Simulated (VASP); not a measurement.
Input of a VASP 6.6.1 run:

The input INCAR:

```
PREC = Accurate ; ENCUT = 520
EDIFF = 1E-7 ; ISMEAR = 0
SIGMA = 0.15 ; LREAL = False
LASPH = True ; NELM = 100
ALGO = Fast ; ISIF = 2
LWAVE = False ; LCHARG = True
GGA = PS ; LELF = True
LVHAR = True ; NBANDS = 13
```

The input KPOINTS:

```
Automatic mesh
0
Gamma
  22 22 22
```

POSCAR

```
Mo
1.0
   -1.5710000000      1.5003050000      1.5710000000
    1.5710000000     -1.5003050000      1.5710000000
    1.5710000000      1.5003050000     -1.5710000000
Mo
1
Direct
    0.0000000000      0.0000000000      0.0000000000
```

Potentials or basis: VASP PAW PBE potentials, release 64 (Mo_sv).

Launch:

```bash
$ cat potpaw_PBE.64/Mo_sv/POTCAR > POTCAR
$ mpirun -np 1 vasp_std > vasp.out
```

Question: Estimate the band gap on the k mesh.

Answer: Zero (bands 7 and 8 overlap by 5.69 eV).

Question: Predict the pressure.

Answer: 11.2 GPa.

Stress tensor (GPa, compression positive):
```
 5.87  0.00  0.00
 0.00 21.95  0.00
 0.00  0.00  5.87
```

Caveat: the cell differs from its parent crystal (strain -0.0450 x Voigt [0, 1, 0, 0, 0, 0]); the stress differs along the axes, from 6 to 22 GPa; the PAW data sets were made with another functional, which shifts forces and pressure a little.
